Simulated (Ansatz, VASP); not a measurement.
## Two plane-wave programs on Sc2Cu3

```xyz
5
Lattice="4.8126 0.0000 0.0000 -2.4063 4.1678 0.0000 0.0000 0.0000 5.1215" Properties=species:S:1:pos:R:3 pbc="T T T"
Sc    0.0000    2.7786    2.5607
Sc    2.4063    1.3893    2.5607
Cu    0.0000    2.7786    0.0000
Cu    2.4063    1.3893    0.0000
Cu    0.0000    0.0000    2.5607
```

Alike in both runs: functional PBE; k mesh 6 × 6 × 4; occupations gaussian, width 0.1 eV; no spin polarisation.

Ansatz relaxed the structure, and its values are those at the end. VASP's run is a single point on that final structure, the one shown.

|  | VASP | Ansatz |
| --- | --- | --- |
| version | VASP 6.6.1 | Ansatz 0.2.0 |
| potentials or method | VASP PAW PBE potentials, release 64 (Sc_sv, Cu), cutoff 520 eV | scalar-relativistic, plane waves, PAW |
| valence electrons in the cell | 55 | 79 |

Ansatz gave:

| Property | Result |
| --- | --- |
| gap on the k mesh at the Fermi level (eV) | none |
| pressure (GPa) | 0.1 |

Q: What did VASP give for the same quantities?

A: gap on the k mesh at the Fermi level (eV): none; pressure (GPa): 0.3.

A gap of «none» marks a metal or a gap that the smearing closes. With one functional, cell and mesh, what is left measures potentials, basis and numerics. VASP's potentials hold 55 valence electrons a cell and Ansatz's 79, so a difference there can come from the potentials and not from the codes.
